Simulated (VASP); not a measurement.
Here is a VASP 6.6.1 calculation.

Contents of INCAR:

```
SYSTEM = AlB17N18
PREC = Accurate
ENCUT = 520
EDIFF = 1E-8
ISMEAR = -1
SIGMA = 0.01
LREAL = Auto
LASPH = .TRUE.
NELM = 100
ALGO = Normal
ISIF = 2
LWAVE = .FALSE.
LCHARG = .FALSE.
GGA = PE
LEFG = .TRUE.
NBANDS = 96
```

File KPOINTS:

```
Automatic mesh
0
G
  3 3 3
  0 0 0
```

File POSCAR:

```
AlB17N18
1.0
    7.4947200000      0.0000000000      0.0000000000
   -3.7473600000      6.4906179144      0.0000000000
    0.0000000000      0.0000000000      6.6357000000
Al B N
1 17 18
Direct
    0.1111111111      0.2222222222      0.2500000000
    0.1111111111      0.5555555556      0.2500000000
    0.1111111111      0.8888888889      0.2500000000
    0.4444444444      0.2222222222      0.2500000000
    0.4444444444      0.5555555556      0.2500000000
    0.4444444444      0.8888888889      0.2500000000
    0.7777777778      0.2222222222      0.2500000000
    0.7777777778      0.5555555556      0.2500000000
    0.7777777778      0.8888888889      0.2500000000
    0.2222222222      0.1111111111      0.7500000000
    0.2222222222      0.4444444444      0.7500000000
    0.2222222222      0.7777777778      0.7500000000
    0.5555555556      0.1111111111      0.7500000000
    0.5555555556      0.4444444444      0.7500000000
    0.5555555556      0.7777777778      0.7500000000
    0.8888888889      0.1111111111      0.7500000000
    0.8888888889      0.4444444444      0.7500000000
    0.8888888889      0.7777777778      0.7500000000
    0.1111111111      0.2222222222      0.7500000000
    0.1111111111      0.5555555556      0.7500000000
    0.1111111111      0.8888888889      0.7500000000
    0.4444444444      0.2222222222      0.7500000000
    0.4444444444      0.5555555556      0.7500000000
    0.4444444444      0.8888888889      0.7500000000
    0.7777777778      0.2222222222      0.7500000000
    0.7777777778      0.5555555556      0.7500000000
    0.7777777778      0.8888888889      0.7500000000
    0.2222222222      0.1111111111      0.2500000000
    0.2222222222      0.4444444444      0.2500000000
    0.2222222222      0.7777777778      0.2500000000
    0.5555555556      0.1111111111      0.2500000000
    0.5555555556      0.4444444444      0.2500000000
    0.5555555556      0.7777777778      0.2500000000
    0.8888888889      0.1111111111      0.2500000000
    0.8888888889      0.4444444444      0.2500000000
    0.8888888889      0.7777777778      0.2500000000
```

Potentials or basis: VASP PAW PBE potentials, release 64 (Al, B, N).

Launch:

```console
$ cat potpaw_PBE.64/Al/POTCAR potpaw_PBE.64/B/POTCAR potpaw_PBE.64/N/POTCAR > POTCAR
$ mpirun -np 1 vasp_std > vasp.out
```

Problem. Predict the largest force.

Solution. 19.112 eV/Å.

Problem. What does it give for the band gap on the k mesh?

Solution. 4.35 eV.

Forces on the atoms (eV/Å):
```
Al    0.000   0.000   0.000
B     0.508   0.539   0.000
B     0.721   0.170   0.000
B     0.213  -0.709   0.000
B    -0.508   0.539   0.000
B     0.000   0.000   0.000
B    -0.213  -0.709   0.000
B     0.000   0.000   0.000
B    -0.721   0.170   0.000
B     0.230  -0.133   0.000
B     0.000   0.265   0.000
B     0.051   0.030   0.000
B     0.000  -0.059   0.000
B     0.037   0.021   0.000
B    -0.051   0.030   0.000
B    -0.230  -0.133   0.000
B    -0.037   0.021   0.000
B     0.000  -0.043   0.000
N     0.000   0.000   0.000
N     0.030  -0.059   0.000
N    -0.036   0.056   0.000
N    -0.066   0.004   0.000
N    -0.030  -0.059   0.000
N     0.000   0.000   0.000
N     0.066   0.004   0.000
N     0.000   0.000   0.000
N     0.036   0.056   0.000
N    16.551  -9.556   0.000
N     0.000  19.112   0.000
N    -0.211  -0.122   0.000
N     0.000   0.244   0.000
N     0.159   0.092   0.000
N     0.211  -0.122   0.000
N   -16.551  -9.556   0.000
N    -0.159   0.092   0.000
N     0.000  -0.184   0.000
```

Caveat: without QUAD_EFG the Cq values of the log hold for a quadrupole moment of 1 mb, not for the nuclei.
